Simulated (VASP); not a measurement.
Input of a VASP 6.6.1 run:

Contents of INCAR:

```
PREC = Accurate
ENCUT = 520
EDIFF = 1E-6
ISMEAR = 0
SIGMA = 0.1
LREAL = F
LASPH = T
NELM = 100
ALGO = Normal
ISIF = 2
LWAVE = F
LCHARG = T
GGA = PE
LELF = T
LVHAR = T
NBANDS = 34
```

The input KPOINTS:

```
regular mesh
0
Gamma
  4 4 4
```

Contents of POSCAR:

```
Ge2Sb3Se
1.0
   -3.2606396300      3.2606396300      4.1527493400
    3.2606396300     -3.2606396300      4.1527493400
    3.2606396300      3.2606396300     -4.1527493400
Ge Sb Se
2 3 1
Direct
    0.7572490800      0.7572490800      0.0000000000
    0.2427509200      0.2427509200      0.0000000000
    0.7500000000      0.2500000000      0.5000000000
    0.2500000000      0.7500000000      0.5000000000
    0.0000000000      0.0000000000      0.0000000000
    0.5000000000      0.5000000000      0.0000000000
```

Potentials or basis: VASP PAW PBE potentials, release 64 (Ge_d, Sb, Se).

Run with:

```console
$ cat potpaw_PBE.64/Ge_d/POTCAR potpaw_PBE.64/Sb/POTCAR potpaw_PBE.64/Se/POTCAR > POTCAR
$ mpirun -np 1 vasp_std > vasp.out
```

(1) Estimate the largest force.

(2) What does it give for the band gap on the k mesh?

(3) Estimate the pressure.

Results:

(1) 8.888 eV/Å.

(2) zero (an odd number of electrons rules out a gap without spin polarisation).

(3) 19.0 GPa.

Caveat: the stress differs along the axes, from -4 to 64 GPa; spin-orbit coupling is left out, which moves the levels of the heavy elements; forces of over 1 eV/Å act on the atoms, so gaps and moduli don't describe the material at rest.
